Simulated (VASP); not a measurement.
# Ta3B2N (P6/mmm) in VASP: single point with PBE

Aim: the single point of Ta3B2N with PBE.

Program: VASP 6.6.1. These are calculated values, not measurements. Logs are shortened: lines on timing, memory, paths and dates and some standing lists are left out, and cuts for length are marked.

## (1) The cell of the first run

The structure is hexagonal, space group P6/mmm (No. 191). Conventional cell: a = 5.367 Å, b = 5.367 Å, c = 2.971 Å, α = 90.00°, β = 90.00°, γ = 120.00°. Ta (site symmetry mmm) has 4 B at 2.15 Å and 4 Ta at 2.68 Å within 2.8 Å. B (site symmetry -6m2) has 6 Ta at 2.15 Å within 2.8 Å. Within 3.9 Å of N (site symmetry 6/mmm) lie 2 N at 2.97 Å and 12 Ta at 3.07 Å and 6 B at 3.10 Å.

The cell was generated, and may not be a known phase.

## (2) Single point, PBE

Input file INCAR:

```
PREC     = Accurate       # precision mode
ENCUT    = 600            # plane-wave cutoff, eV
EDIFF    = 1E-6           # SCF threshold, eV
ISMEAR   = 0              # smearing method
SIGMA    = 0.1            # smearing width, eV
LREAL    = False          # projectors in reciprocal space
LASPH    = True           # aspherical terms in the spheres
NELM     = 120            # most SCF steps
ALGO     = Normal         # electronic algorithm
ISIF     = 2              # what is computed and relaxed
LWAVE    = False          # write WAVECAR
LCHARG   = True           # write CHGCAR
GGA      = PE             # functional
LELF     = True           # ELF
LVHAR    = True         
NBANDS   = 34             # bands
GGA_COMPAT= False
```

Input file KPOINTS:

```
Automatic mesh
0
Gamma
  6 6 6
```

Input file POSCAR:

```
Ta3B2N
1.0
    5.3670496500      0.0000000000      0.0000000000
   -2.6835248200      4.6480013400      0.0000000000
    0.0000000000      0.0000000000      2.9708808600
Ta B N
3 2 1
Direct
    0.5000000000      0.0000000000      0.5000000000
    0.0000000000      0.5000000000      0.5000000000
    0.5000000000      0.5000000000      0.5000000000
    0.6666666700      0.3333333300      0.0000000000
    0.3333333300      0.6666666700      0.0000000000
    0.0000000000      0.0000000000      0.0000000000
```

Potentials or basis: VASP PAW PBE potentials, release 64 (Ta_sv_GW, B, N).

On the command line:

```console
> cat potpaw_PBE.64/Ta_sv_GW/POTCAR potpaw_PBE.64/B/POTCAR potpaw_PBE.64/N/POTCAR > POTCAR
> mpirun -np 1 vasp_std > vasp.out
```

OUTCAR:

```text
PREC = Accurate
   ENCUT = 600
   EDIFF = 1E-6
   ISMEAR = 0
   LREAL = False
   LASPH = True
   NELM = 120
   ISIF = 2
   GGA = PE

 ion  position               nearest neighbor table
   1  0.500  0.000  0.500-   4 2.15   5 2.15   4 2.15   5 2.15   3 2.68   3 2.68   2 2.68   2 2.68

   2  0.000  0.500  0.500-   4 2.15   5 2.15   4 2.15   5 2.15   3 2.68   3 2.68   1 2.68   1 2.68

   3  0.500  0.500  0.500-   4 2.15   5 2.15   4 2.15   5 2.15   1 2.68   1 2.68   2 2.68   2 2.68

   4  0.667  0.333  0.000-   1 2.15   1 2.15   2 2.15   2 2.15   3 2.15   3 2.15
   5  0.333  0.667  0.000-   1 2.15   1 2.15   2 2.15   2 2.15   3 2.15   3 2.15
   6  0.000  0.000  0.000-

  LATTYP: Found a hexagonal cell.
 ALAT       =     5.3670496500
 C/A-ratio  =     0.5535407819

  Lattice vectors:

 A1 = (   5.3670496500,   0.0000000000,   0.0000000000)
 A2 = (  -2.6835248200,   4.6480013400,   0.0000000000)
 A3 = (   0.0000000000,   0.0000000000,   2.9708808600)

Analysis of symmetry for initial positions (statically):
=====================================================================
 Subroutine PRICEL returns:
 Original cell was already a primitive cell.

 Routine SETGRP: Setting up the symmetry group for a
 hexagonal supercell.

 Subroutine GETGRP returns: Found 24 space group operations
 (whereof 24 operations were pure point group operations)
 out of a pool of 24 trial point group operations.

The static configuration has the point symmetry D_6h.

Analysis of symmetry for dynamics (positions and initial velocities):
=====================================================================
 Subroutine PRICEL returns:
 Original cell was already a primitive cell.

 Routine SETGRP: Setting up the symmetry group for a
 hexagonal supercell.

 Subroutine GETGRP returns: Found 24 space group operations
 (whereof 24 operations were pure point group operations)
 out of a pool of 24 trial point group operations.

The dynamic configuration has the point symmetry D_6h.

 Subroutine INISYM returns: Found 24 space group operations
 (whereof 24 operations are pure point group operations),
 and found     1 'primitive' translations

----------------------------------------------------------------------------------------

                                     Primitive cell

  volume of cell :      74.1118

[... 98 lines left out ...]
   EDIFFG = 0.1E-04   stopping-criterion for IOM
   NSW    =      0    number of steps for IOM
   IBRION =     -1    ionic relax: 0-MD 1-quasi-New 2-CG
   NFREE  =      0    steps in history (QN), initial steepest desc. (CG)
   ISIF   =      2    stress and relaxation
   ISYM   =      2    0-nonsym 1-usesym 2-fastsym
   POTIM  = 0.5000    time-step for ionic-motion
   TEBEG  =    0.0;   TEEND  =   0.0 temperature during run
   PSTRESS=    0.0 pullay stress
   NELECT =      50.0000    total number of electrons
   NUPDOWN=      -1.0000    fix difference up-down
   EMIN   =  10.00;   EMAX   =-10.00  energy-range for DOS
   EFERMI =   0.00;   METHOD = LEGACY
   ISMEAR =     0;   SIGMA  =   0.10  broadening in eV -4-tet -1-fermi 0-gaus
   EFERMI_NEDOS =   21; number of points for ismear=-14 and -15
   IALGO  =     38    algorithm
   IMIX   =      4    mixing-type and parameters
     AMIX     =   0.40;   BMIX     =  1.00
     AMIX_MAG =   1.60;   BMIX_MAG =  1.00
  volume/ion in A,a.u.               =      12.35        83.36
  Fermi-wavevector in a.u.,A,eV,Ry     =   1.435828  2.713322 28.049805  2.061603
  Thomas-Fermi vector in A             =   2.555084
   LORBIT       =      0    0 simple, 1 ext, 2 COOP (PROOUT), +10 PAW based schemes
   GGA     = PE    functional components
   LHFCALC =     F    Hartree Fock is set to
   AEXX    =    0.0000 exact exchange contribution
   IVDW    =     0    specifies the selected vdW correction
   LEPSILON=     F    determine dielectric tensor
   LRPA    =     F    only Hartree local field effects (RPA)
 non-spin polarized calculation
 Gauss-broadening in eV      SIGMA  =   0.10
  energy-cutoff  :      600.00
  volume of cell :       74.11
 maximum number of plane-waves:      2502
 NGX is ok and might be reduce to    48
   NGX = 21   NGY = 21   NGZ = 11

 number of electron      50.0000000 magnetization

 Free energy of the ion-electron system (eV)
  ---------------------------------------------------
  ext. energy  EPLUGINS =         0.00000000
  ---------------------------------------------------
  free energy    TOTEN  =       -57.15011433 eV

  energy without entropy =      -57.13346206  energy(sigma->0) =      -57.14178819

 E-fermi :   9.3504     XC(G=0): -12.6227

 val. band max:        9.3459221226   @ k =   0.1667   0.1667   0.0000
 cond. band min:       9.3515522153   @ k =   0.3333  -0.0000   0.0000
 fundamental gap:      0.0056300927
 Fermi energy:         9.3503765588

 k-point     1 :       0.0000    0.0000    0.0000
  band No.  band energies     occupation
      1     -58.0728      2.00000
      2     -57.9007      2.00000
      3     -57.9007      2.00000
      4     -25.7861      2.00000
      5     -25.1489      2.00000
      6     -25.1489      2.00000
[... 877 lines left out ...]
     33      13.7188      0.00000
     34      14.9478      0.00000

 [... further k-points ...]

------------------------ aborting loop because EDIFF is reached ----------------------------------------

  FORCE on cell =-STRESS in cart. coord.  units (eV):
  Direction    XX          YY          ZZ          XY          YZ          ZX
  --------------------------------------------------------------------------------------
  -------------------------------------------------------------------------------------
  Total       20.4951114     20.4951114     23.0886836      0.0000000      0.0000000      0.0000000
  in kB      443.0714553    443.0714552    499.1403294      0.0000005      0.0000000      0.0000000
  external PRESSURE =     461.7610799 kB  Pullay stress =       0.0000000 kB

 VOLUME and BASIS-vectors are now :
 -----------------------------------------------------------------------------
  energy-cutoff  :      600.00
  volume of cell :       74.11
      direct lattice vectors                 reciprocal lattice vectors
     5.367049650  0.000000000  0.000000000     0.186322107  0.107573119  0.000000000
    -2.683524820  4.648001340  0.000000000     0.000000000  0.215146237  0.000000000
     0.000000000  0.000000000  2.970880860     0.000000000  0.000000000  0.336600506

 POSITION                                       TOTAL-FORCE (eV/Angst)
 -----------------------------------------------------------------------------------
      2.68352      0.00000      1.48544         0.000000      0.000000      0.000000
     -1.34176      2.32400      1.48544         0.000000      0.000000      0.000000
      1.34176      2.32400      1.48544         0.000000      0.000000      0.000000
      2.68352      1.54933      0.00000         0.000000     -0.000000      0.000000
     -0.00000      3.09867      0.00000        -0.000000      0.000000      0.000000
      0.00000      0.00000      0.00000         0.000000      0.000000      0.000000
 -----------------------------------------------------------------------------------
    total drift:                               -0.000000      0.000000     -0.000000

  FREE ENERGIE OF THE ION-ELECTRON SYSTEM (eV)
  ---------------------------------------------------
  free  energy   TOTEN  =       -57.1501143284 eV

  energy  without entropy=      -57.1334620550  energy(sigma->0) =      -57.14178819
```

It took 2.4 min on 1 thread of Intel Xeon Platinum 8259CL at 2.50GHz (Skylake/Cascade Lake), shared host; peak memory 0.27 GiB.

Results:

```
Free energy            : -57.1501 eV
Pressure               : 46.2 GPa
Band gap on the k mesh : zero (bands 25 and 26 overlap by 0.84 eV)
```

Caveat: the stress differs along the axes, from 44 to 50 GPa; spin-orbit coupling is left out, which moves the levels of the heavy elements.
